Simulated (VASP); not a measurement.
Write the native input for VASP 6.6.1 that does the following.

```
Task                   : single point
Functional             : LDA
Potentials or basis    : VASP PAW LDA potentials, release 64 (K_sv, Br)
Cutoff                 : 520 eV
k mesh                 : 6 × 6 × 4
Occupations            : gaussian, width 0.05 eV
Spin                   : no spin polarisation
Dipole correction      : no
Further INCAR settings : ALGO = Normal; EDIFF = 1e-06; NBANDS = 24
```

The structure of KBr lies in POSCAR:

```
KBr
1.0
    3.7982230815      0.0000000000      0.0000000000
    0.0000000000      3.7982230815      0.0000000000
    0.0000000000      0.0000000000      7.5964461630
K Br
2 2
Direct
    0.0000000000      0.0000000000      0.0000000000
    0.0000000000      0.0000000000      0.5000000000
    0.4418278613      0.5000000000      0.2500000000
    0.5581721387      0.5000000000      0.7500000000
```

This cell differs from its parent crystal: atoms displaced along a vibrational mode, the cell strained.

The input as run:

INCAR

```
PREC = Accurate ; ENCUT = 520
EDIFF = 1E-6 ; ISMEAR = 0
SIGMA = 0.05 ; LREAL = False
LASPH = True ; NELM = 80
ALGO = Normal ; ISIF = 2
LWAVE = False ; LCHARG = False
NBANDS = 24
```

KPOINTS

```
regular mesh
0
Gamma
  6 6 4
```

Potentials or basis: VASP PAW LDA potentials, release 64 (K_sv, Br).

Command:

```sh
$ cat potpaw_LDA.64/K_sv/POTCAR potpaw_LDA.64/Br/POTCAR > POTCAR
$ mpirun -np 1 vasp_std > vasp.out
```

Results of the run:

```
Pressure               : 1.2 GPa
Largest force          : 0.267 eV/Å
Band gap on the k mesh : 4.14 eV (least direct gap 4.43 eV)
```

Caveat: the cell differs from its parent crystal (atoms displaced along a vibrational mode, the cell strained).

It took 34 s on 1 thread of Intel(R) Xeon(R) 6975P-C (Granite Rapids) (shared host), peak memory 0.24 GiB.
